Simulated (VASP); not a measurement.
A run of VASP 6.6.1 is set up as follows.

Contents of INCAR:

```
SYSTEM = MgI2
  ALGO = Normal
  EDIFF = 1E-6
  ENCUT = 520
  GGA = PE
  ISIF = 2
  ISMEAR = 0
  LASPH = .True.
  LCHARG = .False.
  LREAL = .False.
  LWAVE = .False.
  NBANDS = 15
  NELM = 80
  PREC = Accurate
  SIGMA = 0.05
```

Contents of KPOINTS:

```
k-points
0
Gamma
  6 6 4
  0 0 0
```

Contents of POSCAR:

```
MgI2
1.0
    4.2516112781      0.0000000000      0.0000000000
   -2.1258056391      3.6820033739      0.0000000000
    0.0000000000      0.0000000000      7.8941785324
Mg I
1 2
Direct
    0.0000000000      0.0000000000      0.0000000000
    0.3333333333      0.6666666667      0.7858667836
    0.6666666667      0.3333333333      0.2141332164
```

Potentials or basis: VASP PAW PBE potentials, release 64 (Mg, I).

Run with:

```bash
$ cat potpaw_PBE.64/Mg/POTCAR potpaw_PBE.64/I/POTCAR > POTCAR
$ mpirun -np 1 vasp_std > vasp.out
```

(1) Estimate the largest force.

(2) Estimate the band gap on the k mesh.

Results:

(1) 0.157 eV/Å.

(2) 3.57 eV, indirect (least direct gap 3.60 eV).

Caveat: spin-orbit coupling is left out, which moves the levels of the heavy elements.
